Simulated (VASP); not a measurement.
Input of a VASP 6.6.1 run:

Contents of INCAR:

```
SYSTEM = MgS
PREC = Accurate
ENCUT = 600
EDIFF = 1E-7
ISMEAR = -1
SIGMA = 0.05
LREAL = .False.
LASPH = .True.
NELM = 100
ALGO = Normal
ISIF = 3
LWAVE = .False.
LCHARG = .False.
GGA = PS
IVDW = 12
IBRION = 2
NSW = 60
EDIFFG = -0.01
```

The input KPOINTS:

```
regular mesh
0
Gamma
  9 9 9
  0 0 0
```

File POSCAR:

```
MgS
1.0
    0.0000000000      2.6016500000      2.6016500000
    2.6016500000      0.0000000000      2.6016500000
    2.6016500000      2.6016500000      0.0000000000
S Mg
1 1
Direct
    0.5000000000      0.5000000000      0.5000000000
    0.0000000000      0.0000000000      0.0000000000
```

Potentials or basis: VASP PAW PBE potentials, release 64 (S, Mg).

The run is started by

```sh
$ cat potpaw_PBE.64/S/POTCAR potpaw_PBE.64/Mg/POTCAR > POTCAR
$ mpirun -np 1 vasp_std > vasp.out
```

Problem. What does it give for the relaxed cell?

Solution. a = 3.617 Å, b = 3.617 Å, c = 3.617 Å, α = 60.00°, β = 60.00°, γ = 60.00°.

Problem. Predict the band gap on the k mesh.

Solution. 2.94 eV, indirect (least direct gap 4.01 eV).

Problem. Estimate the dispersion energy per atom.

Solution. -0.317 eV.

Step by step:
| step | energy change (eV) | largest force (eV/Å) | pressure (GPa) | volume (Å³) |
| --- | --- | --- | --- | --- |
| 1 | 0.0000 | 0.0000 | -3.92 | 35.22 |
| 2 | -0.0212 | 0.0000 | 1.04 | 33.07 |
| 3 | -0.0224 | 0.0000 | 0.01 | 33.46 |

Caveat: the PAW data sets were made with another functional, which shifts forces and pressure a little. A k mesh can miss the band edges.
